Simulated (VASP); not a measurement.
A run of VASP 6.6.1 is set up as follows.

INCAR

```
SYSTEM = Si27SnC26
PREC     = Accurate       ! precision mode
ENCUT    = 520            ! plane-wave cutoff, eV
EDIFF    = 1E-8           ! SCF threshold, eV
ISMEAR   = -1             ! smearing method
SIGMA    = 0.01           ! smearing width, eV
LREAL    = Auto         
LASPH    = .True.         ! aspherical terms in the spheres
NELM     = 100            ! most SCF steps
ALGO     = Normal         ! electronic algorithm
ISIF     = 2              ! what is computed and relaxed
LWAVE    = .False.        ! write WAVECAR
LCHARG   = .False.        ! write CHGCAR
GGA      = PE             ! functional
LEFG     = .True.       
NBANDS   = 146            ! bands
```

File KPOINTS:

```
regular mesh
0
Gamma
  3 3 3
  0 0 0
```

Contents of POSCAR:

```
Si27SnC26
1.0
    0.0000000000      6.5370000000      6.5370000000
    6.5370000000      0.0000000000      6.5370000000
    6.5370000000      6.5370000000      0.0000000000
Si Sn C
27 1 26
Direct
    0.0000000000      0.0000000000      0.0000000000
    0.0000000000      0.0000000000      0.3333333333
    0.0000000000      0.0000000000      0.6666666667
    0.0000000000      0.3333333333      0.0000000000
    0.0000000000      0.3333333333      0.3333333333
    0.0000000000      0.3333333333      0.6666666667
    0.0000000000      0.6666666667      0.0000000000
    0.0000000000      0.6666666667      0.3333333333
    0.0000000000      0.6666666667      0.6666666667
    0.3333333333      0.0000000000      0.0000000000
    0.3333333333      0.0000000000      0.3333333333
    0.3333333333      0.0000000000      0.6666666667
    0.3333333333      0.3333333333      0.0000000000
    0.3333333333      0.3333333333      0.3333333333
    0.3333333333      0.3333333333      0.6666666667
    0.3333333333      0.6666666667      0.0000000000
    0.3333333333      0.6666666667      0.3333333333
    0.3333333333      0.6666666667      0.6666666667
    0.6666666667      0.0000000000      0.0000000000
    0.6666666667      0.0000000000      0.3333333333
    0.6666666667      0.0000000000      0.6666666667
    0.6666666667      0.3333333333      0.0000000000
    0.6666666667      0.3333333333      0.3333333333
    0.6666666667      0.3333333333      0.6666666667
    0.6666666667      0.6666666667      0.0000000000
    0.6666666667      0.6666666667      0.3333333333
    0.6666666667      0.6666666667      0.6666666667
    0.0833333333      0.0833333333      0.0833333333
    0.0833333333      0.0833333333      0.4166666667
    0.0833333333      0.0833333333      0.7500000000
    0.0833333333      0.4166666667      0.0833333333
    0.0833333333      0.4166666667      0.4166666667
    0.0833333333      0.4166666667      0.7500000000
    0.0833333333      0.7500000000      0.0833333333
    0.0833333333      0.7500000000      0.4166666667
    0.0833333333      0.7500000000      0.7500000000
    0.4166666667      0.0833333333      0.0833333333
    0.4166666667      0.0833333333      0.4166666667
    0.4166666667      0.0833333333      0.7500000000
    0.4166666667      0.4166666667      0.0833333333
    0.4166666667      0.4166666667      0.4166666667
    0.4166666667      0.4166666667      0.7500000000
    0.4166666667      0.7500000000      0.0833333333
    0.4166666667      0.7500000000      0.4166666667
    0.4166666667      0.7500000000      0.7500000000
    0.7500000000      0.0833333333      0.0833333333
    0.7500000000      0.0833333333      0.4166666667
    0.7500000000      0.0833333333      0.7500000000
    0.7500000000      0.4166666667      0.0833333333
    0.7500000000      0.4166666667      0.4166666667
    0.7500000000      0.4166666667      0.7500000000
    0.7500000000      0.7500000000      0.0833333333
    0.7500000000      0.7500000000      0.4166666667
    0.7500000000      0.7500000000      0.7500000000
```

Potentials or basis: VASP PAW PBE potentials, release 64 (Si, Sn_d, C).

Run with:

```console
$ cat potpaw_PBE.64/Si/POTCAR potpaw_PBE.64/Sn_d/POTCAR potpaw_PBE.64/C/POTCAR > POTCAR
$ mpirun -np 1 vasp_std > vasp.out
```

Estimate the largest force.

19.433 eV/Å.

Predict the pressure.

19.2 GPa.

Electric field gradients, principal values (V/Å²):
| atom | least | middle | greatest (by size) |
| --- | --- | --- | --- |
| 1 Si | 33.453 | 33.453 | -66.906 |
| 2 Si | 33.453 | 33.453 | -66.906 |
| 3 Si | 0.593 | 0.874 | -1.467 |
| 4 Si | 33.453 | 33.453 | -66.906 |
| 5 Si | 0.181 | 0.539 | -0.720 |
| 6 Si | 0.181 | 0.539 | -0.720 |
| 7 Si | 0.593 | 0.874 | -1.467 |
| 8 Si | 0.181 | 0.539 | -0.720 |
| 9 Si | 0.593 | 0.874 | -1.467 |
| 10 Si | 33.453 | 33.453 | -66.906 |
| 11 Si | 0.181 | 0.539 | -0.720 |
| 12 Si | 0.181 | 0.539 | -0.720 |
| 13 Si | 0.181 | 0.539 | -0.720 |
| 14 Si | 0.000 | 0.000 | 0.000 |
| 15 Si | 0.181 | 0.539 | -0.720 |
| 16 Si | 0.181 | 0.539 | -0.720 |
| 17 Si | 0.181 | 0.539 | -0.720 |
| 18 Si | 0.211 | 0.211 | -0.421 |
| 19 Si | 0.593 | 0.874 | -1.467 |
| 20 Si | 0.181 | 0.539 | -0.720 |
| 21 Si | 0.593 | 0.874 | -1.467 |
| 22 Si | 0.181 | 0.539 | -0.720 |
| 23 Si | 0.181 | 0.539 | -0.720 |
| 24 Si | 0.211 | 0.211 | -0.421 |
| 25 Si | 0.593 | 0.874 | -1.467 |
| 26 Si | 0.211 | 0.211 | -0.421 |
| 27 Si | 0.211 | 0.211 | -0.421 |
| 28 Sn | 0.000 | 0.000 | 0.001 |
| 29 C | 0.129 | 1.192 | -1.321 |
| 30 C | 0.128 | 1.193 | -1.320 |
| 31 C | 0.129 | 1.192 | -1.321 |
| 32 C | 0.111 | 0.112 | -0.223 |
| 33 C | 0.129 | 1.193 | -1.322 |
| 34 C | 0.128 | 1.193 | -1.320 |
| 35 C | 0.129 | 1.193 | -1.322 |
| 36 C | 0.062 | 0.064 | -0.126 |
| 37 C | 0.129 | 1.192 | -1.321 |
| 38 C | 0.111 | 0.112 | -0.223 |
| 39 C | 0.129 | 1.193 | -1.322 |
| 40 C | 0.111 | 0.112 | -0.223 |
| 41 C | 0.111 | 0.111 | -0.222 |
| 42 C | 0.024 | 0.107 | -0.130 |
| 43 C | 0.129 | 1.193 | -1.322 |
| 44 C | 0.024 | 0.107 | -0.130 |
| 45 C | 0.023 | 0.107 | -0.130 |
| 46 C | 0.128 | 1.193 | -1.320 |
| 47 C | 0.129 | 1.193 | -1.322 |
| 48 C | 0.062 | 0.064 | -0.126 |
| 49 C | 0.129 | 1.193 | -1.322 |
| 50 C | 0.024 | 0.107 | -0.130 |
| 51 C | 0.023 | 0.107 | -0.130 |
| 52 C | 0.062 | 0.064 | -0.126 |
| 53 C | 0.023 | 0.107 | -0.130 |
| 54 C | 0.062 | 0.062 | -0.125 |

Caveat: without QUAD_EFG the Cq values of the log hold for a quadrupole moment of 1 mb, not for the nuclei.
